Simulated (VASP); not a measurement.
# Al4Pt (Im-3m) in VASP: further runs

Al4Pt is run at these levels: PBE; tasks: single point, relaxation of cell and atoms.

All numbers are computed with VASP 6.6.1; they aren't measurements. Logs are shortened: lines on timing, memory, paths and dates and some standing lists are left out, and cuts for length are marked.

## (1) The cell of the first run

Symmetry: Im-3m, No. 229, cubic system. The conventional cell has a = 5.310 Å, b = 5.310 Å, c = 5.310 Å, α = 90.00°, β = 90.00°, γ = 90.00°. Within 3.0 Å of Al (site symmetry -3m) lie 2 Pt at 2.30 Å and 6 Al at 2.65 Å. Within 3.0 Å of Pt (site symmetry m-3m) lie 8 Al at 2.30 Å.

## (2) Single point, PBE

Input file INCAR:

```
  PREC = Accurate
  ENCUT = 520
  EDIFF = 1E-6
  ISMEAR = 0
  SIGMA = 0.1
  LREAL = False
  LASPH = True
  NELM = 60
  ALGO = Normal
  ISIF = 2
  LWAVE = False
  LCHARG = False
  GGA = PE
  NBANDS = 19
```

Input file KPOINTS:

```
regular mesh
0
Gamma
  4 4 4
```

Input file POSCAR:

```
Al4Pt
1.0
   -2.6549847700      2.6549847700      2.6549847700
    2.6549847700     -2.6549847700      2.6549847700
    2.6549847700      2.6549847700     -2.6549847700
Al Pt
4 1
Direct
    0.5000000000      0.5000000000      0.5000000000
    0.5000000000      0.0000000000      0.0000000000
    0.0000000000      0.0000000000      0.5000000000
    0.0000000000      0.5000000000      0.0000000000
    0.0000000000      0.0000000000      0.0000000000
```

Potentials or basis: VASP PAW PBE potentials, release 64 (Al, Pt).

On the command line:

```
$ cat potpaw_PBE.64/Al/POTCAR potpaw_PBE.64/Pt/POTCAR > POTCAR
$ mpirun -np 1 vasp_std > vasp.out
```

OUTCAR:

```text
PREC = Accurate
   ENCUT = 520
   EDIFF = 1E-6
   ISMEAR = 0
   LREAL = False
   LASPH = True
   NELM = 60
   ISIF = 2
   GGA = PE

 ion  position               nearest neighbor table
   1  0.500  0.500  0.500-   5 2.30   5 2.30   4 2.65   2 2.65   2 2.65   4 2.65   3 2.65   3 2.65

   2  0.500  0.000  0.000-   5 2.30   5 2.30   4 2.65   1 2.65   1 2.65   3 2.65   3 2.65   4 2.65

   3  0.000  0.000  0.500-   5 2.30   5 2.30   4 2.65   1 2.65   2 2.65   4 2.65   2 2.65   1 2.65

   4  0.000  0.500  0.000-   5 2.30   5 2.30   3 2.65   1 2.65   2 2.65   3 2.65   1 2.65   2 2.65

   5  0.000  0.000  0.000-   1 2.30   2 2.30   3 2.30   4 2.30   3 2.30   4 2.30   2 2.30   1 2.30

  LATTYP: Found a body centered cubic cell.
 ALAT       =     5.3099695400

  Lattice vectors:

 A1 = (  -2.6549847700,   2.6549847700,   2.6549847700)
 A2 = (   2.6549847700,  -2.6549847700,   2.6549847700)
 A3 = (   2.6549847700,   2.6549847700,  -2.6549847700)

Analysis of symmetry for initial positions (statically):
=====================================================================
 Subroutine PRICEL returns:
 Original cell was already a primitive cell.

 Routine SETGRP: Setting up the symmetry group for a
 body centered cubic supercell.

 Subroutine GETGRP returns: Found 48 space group operations
 (whereof 48 operations were pure point group operations)
 out of a pool of 48 trial point group operations.

The static configuration has the point symmetry O_h .

Analysis of symmetry for dynamics (positions and initial velocities):
=====================================================================
 Subroutine PRICEL returns:
 Original cell was already a primitive cell.

 Routine SETGRP: Setting up the symmetry group for a
 body centered cubic supercell.

 Subroutine GETGRP returns: Found 48 space group operations
 (whereof 48 operations were pure point group operations)
 out of a pool of 48 trial point group operations.

The dynamic configuration has the point symmetry O_h .

 Subroutine INISYM returns: Found 48 space group operations
 (whereof 48 operations are pure point group operations),
 and found     1 'primitive' translations

----------------------------------------------------------------------------------------

                                     Primitive cell

  volume of cell :      74.8594

  direct lattice vectors                    reciprocal lattice vectors
    -2.654984770  2.654984770  2.654984770     0.000000000  0.188324997  0.188324997
     2.654984770 -2.654984770  2.654984770     0.188324997  0.000000000  0.188324997
     2.654984770  2.654984770 -2.654984770     0.188324997  0.188324997  0.000000000

  length of vectors
     4.598568515  4.598568515  4.598568515     0.266331766  0.266331766  0.266331766

  position of ions in fractional coordinates (direct lattice)
     0.500000000  0.500000000  0.500000000
     0.500000000  0.000000000  0.000000000
     0.000000000  0.000000000  0.500000000
     0.000000000  0.500000000  0.000000000
     0.000000000  0.000000000  0.000000000

  ion indices of the primitive-cell ions
   primitive index   ion index
                 1           1
                 2           2
                 3           3
                 4           4
                 5           5

----------------------------------------------------------------------------------------

 KPOINTS: regular mesh

Automatic generation of k-mesh.
 Grid dimensions read from file:
 generate k-points for:    4    4    4

 Generating k-lattice:

  Cartesian coordinates                     Fractional coordinates (reciprocal lattice)
     0.000000000  0.047081249  0.047081249     0.250000000  0.000000000  0.000000000
     0.047081249  0.000000000  0.047081249     0.000000000  0.250000000  0.000000000
     0.047081249  0.047081249  0.000000000     0.000000000  0.000000000  0.250000000

  Length of vectors
     0.066582941  0.066582941  0.066582941

  Shift w.r.t. Gamma in fractional coordinates (k-lattice)
     0.000000000  0.000000000  0.000000000

 Subroutine IBZKPT returns following result:
 ===========================================

 Found      8 irreducible k-points:

 Following reciprocal coordinates:
            Coordinates               Weight
  0.000000  0.000000  0.000000      1.000000
  0.250000  0.000000  0.000000     12.000000
  0.500000  0.000000  0.000000      6.000000
  0.250000  0.250000  0.000000     24.000000
  0.250000  0.250000  0.250000      2.000000
 -0.250000  0.250000  0.250000      6.000000
  0.500000  0.500000  0.250000     12.000000
  0.500000  0.500000  0.500000      1.000000
   k-points           NKPTS =      8   k-points in BZ     NKDIM =      8   number of bands    NBANDS=     19
   number of dos      NEDOS =    301   number of ions     NIONS =      5
   total plane-waves  NPLWV =  46656
   dimension x,y,z NGX =    36 NGY =   36 NGZ =   36
   dimension x,y,z NGXF=    72 NGYF=   72 NGZF=   72
   ions per type =               4   1
   NGX,Y,Z   is equivalent  to a cutoff of  13.01, 13.01, 13.01 a.u.
   NGXF,Y,Z  is equivalent  to a cutoff of  26.03, 26.03, 26.03 a.u.
 SYSTEM =  unknown system
   PREC   = accura    normal or accurate (medium, high low for compatibility)
   ISTART =      0    job   : 0-new  1-cont  2-samecut
   ICHARG =      2    charge: 1-file 2-atom 10-const
   ISPIN  =      1    spin polarized calculation?
   LNONCOLLINEAR =      F non collinear calculations
   LSORBIT =      F    spin-orbit coupling
   LASPH  =      T    aspherical Exc in radial PAW
   ENCUT  =  520.0 eV  38.22 Ry    6.18 a.u.   8.55  8.55  8.55*2*pi/ulx,y,z
   NELM   =     60;   NELMIN=  2; NELMDL= -5     # of ELM steps
   EDIFF  = 0.1E-05   stopping-criterion for ELM
   LREAL  =      F    real-space projection
   EDIFFG = 0.1E-04   stopping-criterion for IOM
   NSW    =      0    number of steps for IOM
   IBRION =     -1    ionic relax: 0-MD 1-quasi-New 2-CG
   NFREE  =      0    steps in history (QN), initial steepest desc. (CG)
   ISIF   =      2    stress and relaxation
   ISYM   =      2    0-nonsym 1-usesym 2-fastsym
   POTIM  = 0.5000    time-step for ionic-motion
   TEBEG  =    0.0;   TEEND  =   0.0 temperature during run
   PSTRESS=    0.0 pullay stress
   NELECT =      22.0000    total number of electrons
   NUPDOWN=      -1.0000    fix difference up-down
   EMIN   =  10.00;   EMAX   =-10.00  energy-range for DOS
   EFERMI =   0.00;   METHOD = LEGACY
   ISMEAR =     0;   SIGMA  =   0.10  broadening in eV -4-tet -1-fermi 0-gaus
   EFERMI_NEDOS =   21; number of points for ismear=-14 and -15
   IALGO  =     38    algorithm
   IMIX   =      4    mixing-type and parameters
     AMIX     =   0.40;   BMIX     =  1.00
     AMIX_MAG =   1.60;   BMIX_MAG =  1.00
  volume/ion in A,a.u.               =      14.97       101.04
  Fermi-wavevector in a.u.,A,eV,Ry     =   1.088430  2.056834 16.118537  1.184679
  Thomas-Fermi vector in A             =   2.224611
   LORBIT       =      0    0 simple, 1 ext, 2 COOP (PROOUT), +10 PAW based schemes
   GGA     = PE    functional components
   LHFCALC =     F    Hartree Fock is set to
   AEXX    =    0.0000 exact exchange contribution
   IVDW    =     0    specifies the selected vdW correction
   LEPSILON=     F    determine dielectric tensor
   LRPA    =     F    only Hartree local field effects (RPA)
 non-spin polarized calculation
 Gauss-broadening in eV      SIGMA  =   0.10
  energy-cutoff  :      520.00
  volume of cell :       74.86
 maximum number of plane-waves:      2034
 NGX is ok and might be reduce to    36
   NGX = 17   NGY = 17   NGZ = 17

 number of electron      22.0000002 magnetization

 Free energy of the ion-electron system (eV)
  ---------------------------------------------------
  ext. energy  EPLUGINS =         0.00000000
  ---------------------------------------------------
  free energy    TOTEN  =       -19.70238722 eV

  energy without entropy =      -19.69126310  energy(sigma->0) =      -19.69682516

 E-fermi :   9.2865     XC(G=0): -10.9523

 val. band max:        9.2046606830   @ k =   0.2500   0.2500   0.0000
 cond. band min:       9.4727558152   @ k =   0.0000   0.0000   0.0000
 fundamental gap:      0.2680951322
 Fermi energy:         9.2864656448

 k-point     1 :       0.0000    0.0000    0.0000
  band No.  band energies     occupation
      1      -2.2805      2.00000
      2       2.2762      2.00000
      3       2.2762      2.00000
      4       2.2762      2.00000
      5       3.6883      2.00000
      6       3.6883      2.00000
[... 11 lines left out ...]
     18      12.3057      0.00000
     19      17.9647      0.00000

 k-point     2 :       0.2500    0.0000    0.0000
  band No.  band energies     occupation
      1      -1.6191      2.00000
      2       2.0842      2.00000
      3       2.1139      2.00000
      4       2.5997      2.00000
      5       3.4852      2.00000
      6       3.6537      2.00000
[... 11 lines left out ...]
     18      15.3494      0.00000
     19      15.6410      0.00000

 k-point     3 :       0.5000    0.0000    0.0000
  band No.  band energies     occupation
      1      -0.3395      2.00000
      2       1.2929      2.00000
      3       1.9112      2.00000
      4       2.7345      2.00000
      5       3.0658      2.00000
      6       3.4083      2.00000
[... 11 lines left out ...]
     18      16.8168      0.00000
     19      17.0710      0.00000

 k-point     4 :       0.2500    0.2500    0.0000
  band No.  band energies     occupation
      1      -0.4495      2.00000
      2       1.7950      2.00000
      3       1.7986      2.00000
      4       2.6445      2.00000
      5       3.1221      2.00000
      6       3.3619      2.00000
[... 11 lines left out ...]
     18      16.1602      0.00000
     19      17.0132      0.00000

 k-point     5 :       0.2500    0.2500    0.2500
  band No.  band energies     occupation
      1       0.4580      2.00000
      2       1.5284      2.00000
      3       1.5284      2.00000
      4       1.5284      2.00000
      5       3.6669      2.00000
      6       3.6669      2.00000
[... 11 lines left out ...]
     18      14.6197      0.00000
     19      15.7636      0.00000

 k-point     6 :      -0.2500    0.2500    0.2500
  band No.  band energies     occupation
      1      -0.9586      2.00000
      2       2.2400      2.00000
      3       2.2400      2.00000
      4       2.6226      2.00000
      5       2.9375      2.00000
      6       3.3120      2.00000
[... 11 lines left out ...]
     18      16.3405      0.00000
     19      16.9178      0.00000

 k-point     7 :       0.5000    0.5000    0.2500
  band No.  band energies     occupation
      1       0.3607      2.00000
      2       1.6641      2.00000
      3       2.2142      2.00000
      4       2.5820      2.00000
      5       2.9323      2.00000
      6       3.0237      2.00000
[... 11 lines left out ...]
     18      16.5048      0.00000
     19      17.6488      0.00000

 k-point     8 :       0.5000    0.5000    0.5000
  band No.  band energies     occupation
      1       1.7256      2.00000
      2       2.2839      2.00000
      3       2.2839      2.00000
      4       2.9827      2.00000
      5       2.9827      2.00000
      6       2.9827      2.00000
[... 11 lines left out ...]
     18      15.9711      0.00000
     19      18.4866      0.00000

------------------------ aborting loop because EDIFF is reached ----------------------------------------

  FORCE on cell =-STRESS in cart. coord.  units (eV):
  Direction    XX          YY          ZZ          XY          YZ          ZX
  --------------------------------------------------------------------------------------
  -------------------------------------------------------------------------------------
  Total       21.4968426     21.4968426     21.4968426      0.0000000      0.0000000     -0.0000000
  in kB      460.0861559    460.0861559    460.0861559      0.0000000      0.0000000     -0.0000000
  external PRESSURE =     460.0861559 kB  Pullay stress =       0.0000000 kB

 VOLUME and BASIS-vectors are now :
 -----------------------------------------------------------------------------
  energy-cutoff  :      520.00
  volume of cell :       74.86
      direct lattice vectors                 reciprocal lattice vectors
    -2.654984770  2.654984770  2.654984770     0.000000000  0.188324997  0.188324997
     2.654984770 -2.654984770  2.654984770     0.188324997  0.000000000  0.188324997
     2.654984770  2.654984770 -2.654984770     0.188324997  0.188324997  0.000000000

 POSITION                                       TOTAL-FORCE (eV/Angst)
 -----------------------------------------------------------------------------------
      1.32749      1.32749      1.32749        -0.000000      0.000000      0.000000
     -1.32749      1.32749      1.32749         0.000000     -0.000000     -0.000000
      1.32749      1.32749     -1.32749        -0.000000     -0.000000     -0.000000
      1.32749     -1.32749      1.32749         0.000000      0.000000      0.000000
      0.00000      0.00000      0.00000         0.000000      0.000000     -0.000000
 -----------------------------------------------------------------------------------
    total drift:                               -0.000000     -0.000000     -0.000000

  FREE ENERGIE OF THE ION-ELECTRON SYSTEM (eV)
  ---------------------------------------------------
  free  energy   TOTEN  =       -19.7023872158 eV

  energy  without entropy=      -19.6912631025  energy(sigma->0) =      -19.69682516
```

It took 6.7 s on 1 thread of Intel Xeon 6975P-C (Granite Rapids), shared host; peak memory 0.2 GiB.

Results:

```yaml
Free_energy: -19.7024 eV
Pressure: 46.0 GPa
Band_gap_on_the_k_mesh: zero (band 11 reaches 11.75 eV, above the bottom of band 12 at 8.33 eV)
```

Levels at points of the mesh, in eV from the Fermi level:
```
           k point  band 7  band 8  band 9  band 10  band 11  band 12  band 13  band 14  band 15  band 16
(0.00, 0.00, 0.00)   -1.85   -1.85   -1.85    -0.96    -0.96    -0.96     0.19     2.94     2.94     2.94
(0.50, 0.00, 0.00)   -5.64   -3.83   -2.79    -1.00    -0.31     0.76     2.64     3.06     4.54     5.02
(0.50, 0.50, 0.50)   -6.09   -6.09   -6.09    -1.55    -1.55     4.84     4.84     4.84     5.08     5.08
```

Caveat: the k points lie up to 0.42 Å⁻¹ apart; spin-orbit coupling is left out, which moves the levels of the heavy elements.

## (3) Single point, PBE

This run uses another cell than the first one, of 19.60 Å³/atom, 1.309 times its volume.

Input file INCAR:

```
SYSTEM = Al4Pt
PREC = Accurate
ENCUT = 520
EDIFF = 1E-7
ISMEAR = 0
SIGMA = 0.1
LREAL = .FALSE.
LASPH = .TRUE.
NELM = 60
ALGO = Normal
ISIF = 2
LWAVE = .FALSE.
LCHARG = .FALSE.
GGA = PE
NBANDS = 19
```

Input file KPOINTS:

```
Automatic mesh
0
G
  4 4 4
  0 0 0
```

Changes to POSCAR since step 2:

```diff
@@ -2,5 +2,5 @@
 1.0
-   -2.6549847700      2.6549847700      2.6549847700
-    2.6549847700     -2.6549847700      2.6549847700
-    2.6549847700      2.6549847700     -2.6549847700
+   -2.9044496603      2.9044496603      2.9044496603
+    2.9044496603     -2.9044496603      2.9044496603
+    2.9044496603      2.9044496603     -2.9044496603
 Al Pt
```

Potentials or basis: VASP PAW PBE potentials, release 64 (Al, Pt).

On the command line:

```
$ cat potpaw_PBE.64/Al/POTCAR potpaw_PBE.64/Pt/POTCAR > POTCAR
$ mpirun -np 1 vasp_std > vasp.out
```

Wall time 10 s (1 thread of Intel Xeon 6975P-C (Granite Rapids), shared host); peak memory 0.23 GiB.

Results (log left out):

```yaml
Free_energy: -22.3250 eV
Pressure: -0.1 GPa
Band_gap_on_the_k_mesh: zero (band 11 reaches 8.61 eV, above the bottom of band 12 at 5.70 eV)
```

Levels at points of the mesh, in eV from the Fermi level:
| k point | band 9 | band 10 | band 11 | band 12 | band 13 | band 14 |
| --- | --- | --- | --- | --- | --- | --- |
| (0.00, 0.00, 0.00) | -1.71 | -0.71 | -0.71 | -0.71 | 0.08 | 1.37 |
| (0.50, 0.00, 0.00) | -2.21 | -0.94 | -0.59 | 0.64 | 2.19 | 2.45 |
| (0.50, 0.50, 0.50) | -4.99 | -1.36 | -1.36 | 3.71 | 3.75 | 3.75 |

Caveat: the k points lie up to 0.38 Å⁻¹ apart; spin-orbit coupling is left out, which moves the levels of the heavy elements.

## (4) Relaxation of cell and atoms, PBE

Input file INCAR:

```
PREC = Accurate
ENCUT = 600
EDIFF = 1E-6
ISMEAR = 0
SIGMA = 0.1
LREAL = False
LASPH = True
NELM = 60
ALGO = Fast
ISIF = 3
LWAVE = False
LCHARG = False
GGA = PE
IBRION = 2
NSW = 90
EDIFFG = -0.04
```

Input file KPOINTS:

```
regular mesh
0
Gamma
  4 4 4
```

Changes to POSCAR since step 3:

```diff
@@ -2,5 +2,5 @@
 1.0
-   -2.9044496603      2.9044496603      2.9044496603
-    2.9044496603     -2.9044496603      2.9044496603
-    2.9044496603      2.9044496603     -2.9044496603
+   -2.6549847700      2.6549847700      2.6549847700
+    2.6549847700     -2.6549847700      2.6549847700
+    2.6549847700      2.6549847700     -2.6549847700
 Al Pt
```

On the command line:

```
$ cat potpaw_PBE.64/Al/POTCAR potpaw_PBE.64/Pt/POTCAR > POTCAR
$ mpirun -np 1 vasp_std > vasp.out
```

Wall time 34 s (1 thread of Intel Xeon 6975P-C (Granite Rapids), shared host); peak memory 0.24 GiB.

The run converged. Its results:

```yaml
Free_energy: -22.3215 eV
Relaxed_volume: 19.65 Å³/atom
Relaxed_cell: a = 5.034 Å, b = 5.034 Å, c = 5.034 Å, α = 109.47°, β = 109.47°, γ = 109.47°
Space_group_after_relaxing_to_0.05_Å: Im-3m (No. 229)
Energy_gained_by_relaxing: 523.7 meV/atom
Ionic_steps: 4
Pressure_after_relaxing: -0.3 GPa
Band_gap_on_the_k_mesh: zero (band 11 reaches 8.59 eV, above the bottom of band 12 at 5.68 eV)
```

The path:
```tsv
step	energy change (eV)	largest force (eV/Å)	pressure (GPa)	volume (Å³)
1	0.0000	0.0000	46.05	74.86
2	-0.6209	0.0000	-13.74	131.83
3	-2.6161	0.0000	-0.91	98.90
4	-2.6187	0.0000	-0.28	98.23
```

Final structure:
```
Al Pt
1.0
    -2.90664    2.90664    2.90664
     2.90664   -2.90664    2.90664
     2.90664    2.90664   -2.90664
Al Pt
4 1
Direct
  0.50000 0.50000 0.50000
  0.50000 0.00000 0.00000
  0.00000 0.00000 0.50000
  0.00000 0.50000 0.00000
  0.00000 0.00000 0.00000
```

Levels at points of the mesh, in eV from the Fermi level:
| k point | band 8 | band 9 | band 10 | band 11 | band 12 | band 13 | band 14 | band 15 |
| --- | --- | --- | --- | --- | --- | --- | --- | --- |
| (0.00, 0.00, 0.00) | -1.70 | -1.70 | -0.70 | -0.70 | -0.70 | 0.08 | 1.35 | 1.35 |
| (0.50, 0.00, 0.00) | -3.72 | -2.20 | -0.94 | -0.60 | 0.64 | 2.19 | 2.45 | 3.43 |
| (0.50, 0.50, 0.50) | -4.98 | -4.98 | -1.36 | -1.36 | 3.69 | 3.74 | 3.74 | 3.74 |

Caveat: the k points lie up to 0.38 Å⁻¹ apart in the final cell; the volume moved by over 15 % at a fixed basis, so the end points are rough; spin-orbit coupling is left out, which moves the levels of the heavy elements.

## (5) Single point, PBE

This run uses another cell than the first one, of 19.63 Å³/atom, 1.311 times its volume.

Input file INCAR:

```
PREC = Accurate
ENCUT = 520
EDIFF = 1E-6
ISMEAR = 0
SIGMA = 0.1
LREAL = False
LASPH = True
NELM = 100
ALGO = Fast
ISIF = 2
LWAVE = False
LCHARG = False
GGA = PE
NBANDS = 19
```

Input file KPOINTS:

```
regular mesh
0
Gamma
  10 10 10
```

Changes to POSCAR since step 4:

```diff
@@ -2,5 +2,5 @@
 1.0
-   -2.6549847700      2.6549847700      2.6549847700
-    2.6549847700     -2.6549847700      2.6549847700
-    2.6549847700      2.6549847700     -2.6549847700
+   -2.9056320868      2.9056320868      2.9056320868
+    2.9056320868     -2.9056320868      2.9056320868
+    2.9056320868      2.9056320868     -2.9056320868
 Al Pt
```

On the command line:

```
$ cat potpaw_PBE.64/Al/POTCAR potpaw_PBE.64/Pt/POTCAR > POTCAR
$ mpirun -np 1 vasp_std > vasp.out
```

Run time: 39 s. Hardware: 1 thread of Intel Xeon 6975P-C (Granite Rapids), shared host; peak memory 0.28 GiB.

It converged, with:

| Quantity | Value |
| --- | --- |
| Free energy | -22.1143 eV |
| Pressure | -0.1 GPa |
| Band gap on the k mesh | zero (band 11 reaches 8.05 eV, above the bottom of band 12 at 5.69 eV) |

Levels at points of the mesh, in eV from the Fermi level:
```csv
k point,band 7,band 8,band 9,band 10,band 11,band 12,band 13,band 14,band 15,band 16
"(0.00, 0.00, 0.00)",-1.94,-1.94,-1.94,-0.93,-0.93,-0.93,-0.16,1.12,1.12,1.12
"(0.50, 0.00, 0.00)",-4.60,-3.95,-2.44,-1.18,-0.84,0.41,1.96,2.22,3.20,3.59
"(0.50, 0.50, 0.50)",-5.25,-5.25,-5.25,-1.61,-1.61,3.47,3.51,3.51,3.51,4.37
```

Caveat: spin-orbit coupling is left out, which moves the levels of the heavy elements.

[end of part 1 of 2]
